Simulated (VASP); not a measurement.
# InSb3 (Pm-3m) in VASP: notebook, part 2 of 2

VASP 6.6.1. Earlier steps stand in the parts before.

### 3 Single point, PBE

This run uses another cell than the first one, of 28.73 Å³/atom.

INCAR reads:

```
SYSTEM = InSb3
PREC = Accurate
ENCUT = 520
EDIFF = 1E-6
ISMEAR = 0
SIGMA = 0.15
LREAL = .FALSE.
LASPH = .TRUE.
NELM = 100
ALGO = Normal
ISIF = 2
LWAVE = .FALSE.
LCHARG = .FALSE.
GGA = PE
NBANDS = 22
```

KPOINTS reads:

```
regular mesh
0
G
  8 8 8
  0 0 0
```

POSCAR reads:

```
InSb3
1.0
    4.8620013280      0.0000000000      0.0000000000
    0.0000000000      4.8620013280      0.0000000000
    0.0000000000      0.0000000000      4.8620013280
In Sb
1 3
Direct
    0.0000000000      0.0000000000      0.0000000000
    0.5000000000      0.0000000000      0.5000000000
    0.0000000000      0.5000000000      0.5000000000
    0.5000000000      0.5000000000      0.0000000000
```

Potentials or basis: VASP PAW PBE potentials, release 64 (In_d, Sb).

On the command line:

```bash
$ cat potpaw_PBE.64/In_d/POTCAR potpaw_PBE.64/Sb/POTCAR > POTCAR
$ mpirun -np 1 vasp_std > vasp.out
```

OUTCAR:

```text
SYSTEM = InSb3
   PREC = Accurate
   ENCUT = 520
   EDIFF = 1E-6
   ISMEAR = 0
   LREAL = .FALSE.
   LASPH = .TRUE.
   NELM = 100
   ISIF = 2
   GGA = PE

 ion  position               nearest neighbor table
   1  0.000  0.000  0.000-   2 3.44   3 3.44   4 3.44   2 3.44   3 3.44   3 3.44   4 3.44   3 3.44
                             2 3.44   4 3.44   2 3.44   4 3.44
   2  0.500  0.000  0.500-   1 3.44   3 3.44   4 3.44   1 3.44   4 3.44   3 3.44   4 3.44   4 3.44
                             1 3.44   3 3.44   1 3.44   3 3.44
   3  0.000  0.500  0.500-   1 3.44   2 3.44   4 3.44   1 3.44   4 3.44   1 3.44   2 3.44   1 3.44
                             2 3.44   4 3.44   4 3.44   2 3.44
   4  0.500  0.500  0.000-   1 3.44   2 3.44   3 3.44   2 3.44   3 3.44   1 3.44   2 3.44   2 3.44
                             1 3.44   3 3.44   3 3.44   1 3.44

  LATTYP: Found a simple cubic cell.
 ALAT       =     4.8620013280

  Lattice vectors:

 A1 = (   4.8620013280,   0.0000000000,   0.0000000000)
 A2 = (   0.0000000000,   4.8620013280,   0.0000000000)
 A3 = (   0.0000000000,   0.0000000000,   4.8620013280)

Analysis of symmetry for initial positions (statically):
=====================================================================
 Subroutine PRICEL returns:
 Original cell was already a primitive cell.

 Routine SETGRP: Setting up the symmetry group for a
 simple cubic supercell.

 Subroutine GETGRP returns: Found 48 space group operations
 (whereof 48 operations were pure point group operations)
 out of a pool of 48 trial point group operations.

The static configuration has the point symmetry O_h .

Analysis of symmetry for dynamics (positions and initial velocities):
=====================================================================
 Subroutine PRICEL returns:
 Original cell was already a primitive cell.

 Routine SETGRP: Setting up the symmetry group for a
 simple cubic supercell.

 Subroutine GETGRP returns: Found 48 space group operations
 (whereof 48 operations were pure point group operations)
 out of a pool of 48 trial point group operations.

The dynamic configuration has the point symmetry O_h .

 Subroutine INISYM returns: Found 48 space group operations
 (whereof 48 operations are pure point group operations),
 and found     1 'primitive' translations

----------------------------------------------------------------------------------------

                                     Primitive cell

  volume of cell :     114.9331

  direct lattice vectors                    reciprocal lattice vectors
     4.862001328  0.000000000  0.000000000     0.205676620  0.000000000  0.000000000
     0.000000000  4.862001328  0.000000000     0.000000000  0.205676620  0.000000000
     0.000000000  0.000000000  4.862001328     0.000000000  0.000000000  0.205676620

  length of vectors
     4.862001328  4.862001328  4.862001328     0.205676620  0.205676620  0.205676620

  position of ions in fractional coordinates (direct lattice)
     0.000000000  0.000000000  0.000000000
     0.500000000  0.000000000  0.500000000
     0.000000000  0.500000000  0.500000000
     0.500000000  0.500000000  0.000000000

  ion indices of the primitive-cell ions
   primitive index   ion index
                 1           1
                 2           2
                 3           3
                 4           4

----------------------------------------------------------------------------------------

 KPOINTS: regular mesh

Automatic generation of k-mesh.
 Grid dimensions read from file:
 generate k-points for:    8    8    8

 Generating k-lattice:

  Cartesian coordinates                     Fractional coordinates (reciprocal lattice)
     0.025709578  0.000000000  0.000000000     0.125000000  0.000000000  0.000000000
     0.000000000  0.025709578  0.000000000     0.000000000  0.125000000  0.000000000
     0.000000000  0.000000000  0.025709578     0.000000000  0.000000000  0.125000000

  Length of vectors
     0.025709578  0.025709578  0.025709578

  Shift w.r.t. Gamma in fractional coordinates (k-lattice)
     0.000000000  0.000000000  0.000000000

 Subroutine IBZKPT returns following result:
 ===========================================

 Found     35 irreducible k-points:

 Following reciprocal coordinates:
            Coordinates               Weight
  0.000000  0.000000  0.000000      1.000000
  0.125000  0.000000  0.000000      6.000000
  0.250000  0.000000  0.000000      6.000000
  0.375000  0.000000  0.000000      6.000000
  0.500000  0.000000  0.000000      3.000000
  0.125000  0.125000  0.000000     12.000000
[... 16 lines left out ...]
  0.375000  0.375000  0.125000     24.000000
  0.500000  0.375000  0.125000     24.000000
 [... further k-points ...]
   k-points           NKPTS =     35   k-points in BZ     NKDIM =     35   number of bands    NBANDS=     22
   number of dos      NEDOS =    301   number of ions     NIONS =      4
   total plane-waves  NPLWV =  46656
   dimension x,y,z NGX =    36 NGY =   36 NGZ =   36
   dimension x,y,z NGXF=    72 NGYF=   72 NGZF=   72
   ions per type =               1   3
   NGX,Y,Z   is equivalent  to a cutoff of  12.31, 12.31, 12.31 a.u.
   NGXF,Y,Z  is equivalent  to a cutoff of  24.62, 24.62, 24.62 a.u.
 SYSTEM =  InSb3
   PREC   = accura    normal or accurate (medium, high low for compatibility)
   ISTART =      0    job   : 0-new  1-cont  2-samecut
   ICHARG =      2    charge: 1-file 2-atom 10-const
   ISPIN  =      1    spin polarized calculation?
   LNONCOLLINEAR =      F non collinear calculations
   LSORBIT =      F    spin-orbit coupling
   LASPH  =      T    aspherical Exc in radial PAW
   ENCUT  =  520.0 eV  38.22 Ry    6.18 a.u.   9.04  9.04  9.04*2*pi/ulx,y,z
   NELM   =    100;   NELMIN=  2; NELMDL= -5     # of ELM steps
   EDIFF  = 0.1E-05   stopping-criterion for ELM
   LREAL  =      F    real-space projection
   EDIFFG = 0.1E-04   stopping-criterion for IOM
   NSW    =      0    number of steps for IOM
   IBRION =     -1    ionic relax: 0-MD 1-quasi-New 2-CG
   NFREE  =      0    steps in history (QN), initial steepest desc. (CG)
   ISIF   =      2    stress and relaxation
   ISYM   =      2    0-nonsym 1-usesym 2-fastsym
   POTIM  = 0.5000    time-step for ionic-motion
   TEBEG  =    0.0;   TEEND  =   0.0 temperature during run
   PSTRESS=    0.0 pullay stress
   NELECT =      28.0000    total number of electrons
   NUPDOWN=      -1.0000    fix difference up-down
   EMIN   =  10.00;   EMAX   =-10.00  energy-range for DOS
   EFERMI =   0.00;   METHOD = LEGACY
   ISMEAR =     0;   SIGMA  =   0.15  broadening in eV -4-tet -1-fermi 0-gaus
   EFERMI_NEDOS =   21; number of points for ismear=-14 and -15
   IALGO  =     38    algorithm
   IMIX   =      4    mixing-type and parameters
     AMIX     =   0.40;   BMIX     =  1.00
     AMIX_MAG =   1.60;   BMIX_MAG =  1.00
  volume/ion in A,a.u.               =      28.73       193.90
  Fermi-wavevector in a.u.,A,eV,Ry     =   1.022459  1.932167 14.223827  1.045422
  Thomas-Fermi vector in A             =   2.156139
   LORBIT       =      0    0 simple, 1 ext, 2 COOP (PROOUT), +10 PAW based schemes
   GGA     = PE    functional components
   LHFCALC =     F    Hartree Fock is set to
   AEXX    =    0.0000 exact exchange contribution
   IVDW    =     0    specifies the selected vdW correction
   LEPSILON=     F    determine dielectric tensor
   LRPA    =     F    only Hartree local field effects (RPA)
 non-spin polarized calculation
 Gauss-broadening in eV      SIGMA  =   0.15
  energy-cutoff  :      520.00
  volume of cell :      114.93
 maximum number of plane-waves:      3136
   NGX = 19   NGY = 19   NGZ = 19

 number of electron      27.9999989 magnetization

 Free energy of the ion-electron system (eV)
  ---------------------------------------------------
  ext. energy  EPLUGINS =         0.00000000
  ---------------------------------------------------
  free energy    TOTEN  =       -14.24087067 eV

  energy without entropy =      -14.22036309  energy(sigma->0) =      -14.23061688

 E-fermi :   7.3820     XC(G=0):  -9.9092

 val. band max:        7.3582311683   @ k =   0.3750   0.1250   0.0000
 cond. band min:       7.3970618480   @ k =   0.5000   0.2500   0.1250
 fundamental gap:      0.0388306797
 Fermi energy:         7.3820029026

 k-point     1 :       0.0000    0.0000    0.0000
  band No.  band energies     occupation
      1      -7.0766      2.00000
      2      -7.0766      2.00000
      3      -7.0632      2.00000
      4      -7.0632      2.00000
      5      -7.0632      2.00000
      6      -4.5105      2.00000
[... 574 lines left out ...]
      6      -2.5076      2.00000
[... 14 lines left out ...]
     21      12.3677      0.00000
     22      14.8452      0.00000

 [... further k-points ...]
[... 5 lines left out ...]
  --------------------------------------------------------------------------------------
  -------------------------------------------------------------------------------------
  Total       -1.0660948     -1.0660948     -1.0660948     -0.0000000      0.0000000     -0.0000000
  in kB      -14.8614505    -14.8614505    -14.8614505     -0.0000000      0.0000000     -0.0000000
  external PRESSURE =     -14.8614505 kB  Pullay stress =       0.0000000 kB

 VOLUME and BASIS-vectors are now :
 -----------------------------------------------------------------------------
  energy-cutoff  :      520.00
  volume of cell :      114.93
      direct lattice vectors                 reciprocal lattice vectors
     4.862001328  0.000000000  0.000000000     0.205676620  0.000000000  0.000000000
     0.000000000  4.862001328  0.000000000     0.000000000  0.205676620  0.000000000
     0.000000000  0.000000000  4.862001328     0.000000000  0.000000000  0.205676620

 POSITION                                       TOTAL-FORCE (eV/Angst)
 -----------------------------------------------------------------------------------
      0.00000      0.00000      0.00000         0.000000      0.000000      0.000000
      2.43100      0.00000      2.43100         0.000000      0.000000      0.000000
      0.00000      2.43100      2.43100         0.000000      0.000000      0.000000
      2.43100      2.43100      0.00000         0.000000      0.000000      0.000000
 -----------------------------------------------------------------------------------
    total drift:                               -0.000000     -0.000000     -0.000000

  FREE ENERGIE OF THE ION-ELECTRON SYSTEM (eV)
  ---------------------------------------------------
  free  energy   TOTEN  =       -14.2408706669 eV

  energy  without entropy=      -14.2203630879  energy(sigma->0) =      -14.23061688
```

Wall time 88 s (1 thread of Intel Xeon 8259CL, shared host); peak memory 0.25 GiB.

Results:

- Free energy: -14.2409 eV
- Pressure: -1.5 GPa
- Band gap on the k mesh: zero (bands 14 and 15 overlap by 4.40 eV)

Levels at points of the mesh, in eV from the Fermi level:
```tsv
k point	band 11	band 12	band 13	band 14	band 15	band 16	band 17	band 18
(0.00, 0.00, 0.00)	-4.08	-3.54	0.46	0.46	0.46	1.73	1.73	1.73
(0.50, 0.00, 0.00)	-2.75	-1.96	-1.96	-1.01	-0.75	1.86	2.11	2.11
(0.50, 0.50, 0.00)	-1.58	-1.58	-1.25	-1.03	-1.03	-0.47	1.14	3.15
(0.50, 0.50, 0.50)	-4.74	-4.74	-4.66	3.37	3.37	3.43	3.43	3.43
```

Caveat: spin-orbit coupling is left out, which moves the levels of the heavy elements.

### 4 Single point, PBE

This run uses another cell than the first one, of 29.60 Å³/atom.

INCAR reads:

```
SYSTEM = InSb3
ALGO = Normal
EDIFF = 1E-6
ENCUT = 520
GGA = PE
ISIF = 2
ISMEAR = 0
LASPH = .TRUE.
LCHARG = .FALSE.
LREAL = .FALSE.
LWAVE = .FALSE.
NBANDS = 22
NELM = 80
PREC = Accurate
SIGMA = 0.15
```

KPOINTS reads:

```
k-points
0
G
  8 8 8
  0 0 0
```

POSCAR reads:

```
InSb3
1.0
    4.9101399550      0.0000000000      0.0000000000
    0.0000000000      4.9101399550      0.0000000000
    0.0000000000      0.0000000000      4.9101399550
In Sb
1 3
Direct
    0.0000000000      0.0000000000      0.0000000000
    0.5000000000      0.0000000000      0.5000000000
    0.0000000000      0.5000000000      0.5000000000
    0.5000000000      0.5000000000      0.0000000000
```

On the command line:

```bash
$ cat potpaw_PBE.64/In_d/POTCAR potpaw_PBE.64/Sb/POTCAR > POTCAR
$ mpirun -np 1 vasp_std > vasp.out
```

Wall time 1.7 min (1 thread of Intel Xeon 8259CL, shared host); peak memory 0.29 GiB.

It converged, with:

* Free energy: -14.1959 eV
* Pressure: -2.7 GPa
* Band gap on the k mesh: zero (bands 14 and 15 overlap by 4.23 eV)

Levels at points of the mesh, in eV from the Fermi level:
```csv
k point,band 12,band 13,band 14,band 15,band 16,band 17
"(0.00, 0.00, 0.00)",-3.53,0.45,0.45,0.45,1.71,1.71
"(0.50, 0.00, 0.00)",-1.87,-1.87,-0.95,-0.70,1.73,2.05
"(0.50, 0.50, 0.00)",-1.55,-1.18,-0.98,-0.98,-0.50,1.19
"(0.50, 0.50, 0.50)",-4.57,-4.57,3.25,3.25,3.30,3.30
```

Caveat: spin-orbit coupling is left out, which moves the levels of the heavy elements.

### 5 The runs side by side

```csv
cell,gap on the mesh (eV),pressure (GPa)
"a = 4.814 Å, 4 atoms",none,-0.1
"a = 4.862 Å, 4 atoms",none,-1.5
"a = 4.910 Å, 4 atoms",none,-2.7
```

Alike in all rows: task single point; level PBE; potentials or basis VASP PAW PBE potentials, release 64 (In_d, Sb); no spin polarisation; k mesh 8 × 8 × 8; cutoff (eV) 520; smearing gaussian 0.15 eV.

Caveats: spin-orbit coupling is left out, which moves the levels of the heavy elements.

Absolute energies hang on the potentials; compare differences alone.
